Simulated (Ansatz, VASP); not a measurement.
**TiO2 in VASP and in Ansatz**

```
Ti O
1.0
    -1.87940    1.87940    4.72537
     1.87940   -1.87940    4.72537
     1.87940    1.87940   -4.72537
Ti O
2 4
Cartesian
  0.0000 0.0000 0.0000
  0.0000 1.8794 2.3627
  0.0000 0.0000 1.9806
  0.0000 1.8794 4.3433
  0.0000 1.8794 0.3821
  0.0000 0.0000 7.4701
```

Change from the starting cell: volume scaled by 0.98, ions relaxed.

Alike in both runs: functional PBE; k mesh 11 × 11 × 11; occupations fermi-dirac, width 0.02 eV; no spin polarisation.

Ansatz relaxed the structure, and its values are those at the end. VASP's run is a single point on that final structure, the one shown.

```csv
,VASP,Ansatz
version,VASP 6.6.1,Ansatz 0.2.0
potentials or method,"VASP PAW PBE potentials, release 64 (Ti_sv, O)","plane-wave PAW, scalar-relativistic"
plane-wave cutoff (eV),520,420
valence electrons in the cell,48,48
```

|  | VASP | Ansatz | Ansatz less VASP |
| --- | --- | --- | --- |
| gap on the k mesh at the Fermi level (eV) | 2.09 | 2.12 | +0.025 |
| pressure (GPa) | 10.0 | 9.2 | -0.77 |
| rms of the force components (eV/Å) | 0.011 | 0.001 | -0.0102 |

Ansatz's warnings: stress scf threshold loose.
